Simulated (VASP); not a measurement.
In7O, 8 atoms in the cell. It takes space group F-43m (No. 216, cubic). The conventional cell has a = 9.647 Å, b = 9.647 Å, c = 9.647 Å, α = 90.00°, β = 90.00°, γ = 90.00°. In (site symmetry 2mm) has 1 O at 2.46 Å within 3.2 Å. Within 4.5 Å of In (site symmetry -43m) lie 12 In at 3.41 Å and 4 O at 4.18 Å. Within 3.2 Å of O (site symmetry -43m) lie 6 In at 2.46 Å. The cell was built from a structure type or drawn by symmetry, and may not be a known phase.

| Item | Value |
| --- | --- |
| Program | VASP 6.6.1 |
| Task | single point |
| Functional | PBE |
| Potentials or basis | VASP PAW PBE potentials, release 64 (In_d, O) |
| Cutoff | 600 eV |
| k mesh | 6 × 6 × 6 |
| Occupations | gaussian, width 0.1 eV |
| Spin | no spin polarisation |
| Dipole correction | no |
| Further INCAR settings | ALGO = Normal; EDIFF = 1e-06; NBANDS = 58 |

Potentials or basis: VASP PAW PBE potentials, release 64 (In_d, O).

Command:

```sh
$ cat potpaw_PBE.64/In_d/POTCAR potpaw_PBE.64/O/POTCAR > POTCAR
$ mpirun -np 1 vasp_std > vasp.out
```

Hardware: 1 thread of AMD EPYC 7R13 Processor (Zen 3), with other jobs on the host.

**Question.** How long does it take, and how much memory?

**Answer.** Run time: 6.3 min on 1 thread of AMD EPYC 7R13 Processor (Zen 3) (shared host), peak memory 0.47 GiB. Counts: scf iterations 19, k points 16.
